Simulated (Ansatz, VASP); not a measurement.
Two plane-wave programs on Se

```
Se
1.0
     4.45352    0.00000    0.00000
    -2.22676    3.85686    0.00000
     0.00000    0.00000    4.95360
Se
3
Direct
  0.22540 0.00000 0.33333
  0.00000 0.22540 0.66667
  0.77460 0.77460 0.00000
```

Change from the starting cell: equal xx and yy strain of +2 %, PAW files.

Alike in both runs: task electric field gradients; functional PBEsol; k mesh 6 × 6 × 5; occupations fermi-dirac, width 0.03 eV; no spin polarisation.

|  | VASP | Ansatz |
| --- | --- | --- |
| version | VASP 6.6.1 | Ansatz 0.2.0 |
| potentials or method | VASP PAW PBE potentials, release 64 (Se) | PAW with Ansatz's default frozen-core files, scalar-relativistic |
| plane-wave cutoff (eV) | 520 | 420 |
| valence electrons in the cell | 18 | 48 |

```csv
,VASP,Ansatz,Ansatz less VASP
gap on the k mesh at the Fermi level (eV),1.23,1.23,+0.001
pressure (GPa),-1.4,-1.5,-0.16
"traceless stress, the component that is largest in VASP (GPa)",0.69,0.63,-0.053
rms of the force components (eV/Å),0.030,0.053,+0.0229
size of Vzz on the site where it differs most (V/Å²),503.3,521.4,+18.07
```

VASP's potentials were made for PBE, not for PBEsol. Atom by atom the forces differ by 0.023 eV/Å (rms over components). VASP's potentials hold 18 valence electrons a cell and Ansatz's 48, so a difference there can come from the potentials and not from the codes.
